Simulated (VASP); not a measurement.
Os: single point with PBE

Os:

```xyz
2
Lattice="1.3599 0.7852 4.7476 -1.3599 0.7852 4.7476 0.0000 -1.5703 4.7476" Properties=species:S:1:pos:R:3 pbc="T T T"
Os    0.0000    0.0000    1.3119
Os    0.0000    0.0000   12.9308
```

```yaml
Program: VASP 6.6.1
Task: single point
Functional: PBE
Potentials_or_basis: VASP PAW PBE potentials, release 64 (Os_sv_GW)
Cutoff: 560 eV
k_mesh: 9 × 9 × 9
Occupations: gaussian, width 0.1 eV
Spin: no spin polarisation
Dipole_correction: no
Further_INCAR_settings: ALGO = Normal; EDIFF = 1e-06; NBANDS = 23
```

```json
{
  "Pressure": "-1.1 GPa",
  "Largest force": "0.016 eV/Å",
  "Band gap on the k mesh": "zero (bands 16 and 17 overlap by 2.88 eV)"
}
```

Forces in eV/Å, atoms in the order of the input:
```
Os   0.000  0.000 -0.016
Os   0.000  0.000  0.016
```

Stress tensor (GPa, compression positive):
```
-1.02  0.00  0.00
 0.00 -1.02  0.00
 0.00  0.00 -1.39
```

Levels at points of the mesh, in eV from the Fermi level:
```tsv
k point	band 14	band 15	band 16	band 17	band 18	band 19
(0.00, 0.00, 0.00)	-2.45	-2.45	-0.46	0.56	0.56	1.02
```

Run time: 2.1 min on 1 thread of Intel(R) Xeon(R) Platinum 8259CL CPU @ 2.50GHz (Skylake/Cascade Lake) (shared host), peak memory 0.28 GiB.

Caveat: spin-orbit coupling is left out, which moves the levels of the heavy elements.
